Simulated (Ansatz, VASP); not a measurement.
**CaB6 in VASP and in Ansatz**

```xyz
7
Lattice="4.1270 0.0000 0.0000 0.0000 4.1270 0.0000 0.0000 0.0000 4.1270" Properties=species:S:1:pos:R:3 pbc="T T T"
Ca    2.0635    2.0635    2.0635
B     0.0000    0.0000    1.2317
B     0.0000    0.0000    2.8954
B     1.2317    0.0000    0.0000
B     2.8954    0.0000    0.0000
B     0.0000    1.2317    0.0000
B     0.0000    2.8954    0.0000
```

Alike in both runs: task relaxation of cell and atoms; functional PBEsol; k mesh 10 × 10 × 10; occupations gaussian, width 0.1 eV; no spin polarisation.

|  | VASP | Ansatz |
| --- | --- | --- |
| version | VASP 6.6.1 | Ansatz 0.2.0 |
| potentials or method | VASP PAW PBE potentials, release 64 (Ca_sv, B), cutoff 600 eV | scalar-relativistic, plane waves, PAW |
| valence electrons in the cell | 28 | 28 |

Ansatz gave:

- gap on the k mesh at the Fermi level, each at its own relaxed structure (eV): 0.04
- relaxed volume (Å³/atom): 10.04
- relaxed length of the cell vector where the two differ most in proportion (Å): 4.127

Q: Estimate VASP's values.

A: gap on the k mesh at the Fermi level, each at its own relaxed structure (eV): 0.05; relaxed volume (Å³/atom): 10.06; relaxed length of the cell vector where the two differ most in proportion (Å): 4.130.

VASP's potentials were made for PBE, not for PBEsol.
